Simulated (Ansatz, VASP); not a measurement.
**Two plane-wave programs on GaN**

```
CELL_PARAMETERS angstrom
0.00000 2.34247 2.20601
2.34247 0.00000 2.20601
2.34247 2.34247 0.00000
ATOMIC_POSITIONS crystal
Ga 0.00000 0.00000 0.00000
N 0.75000 0.75000 0.75000
```

Change from the starting cell: strain +0.030 along x and y, -0.030 along z, atoms carried along.

Alike in both runs: task single point; functional PBE; k mesh 10 × 10 × 10; occupations gaussian, width 0.05 eV; no spin polarisation.

|  | VASP | Ansatz |
| --- | --- | --- |
| version | VASP 6.6.1 | Ansatz 0.2.0 |
| potentials or method | VASP PAW PBE potentials, release 64 (Ga_d, N), cutoff 520 eV | scalar-relativistic, plane waves, PAW |
| valence electrons in the cell | 18 | 18 |

Ansatz gave:

| Property | Result |
| --- | --- |
| gap on the k mesh at the Fermi level (eV) | 1.19 |
| least direct gap on the mesh (eV) | 1.19 |
| pressure (GPa) | -4.8 |
| traceless stress, the component that is largest in VASP (GPa) | 4.36 |

Q: Which values does VASP return?

A: gap on the k mesh at the Fermi level (eV): 1.19; least direct gap on the mesh (eV): 1.19; pressure (GPa): -4.7; traceless stress, the component that is largest in VASP (GPa): 4.36.
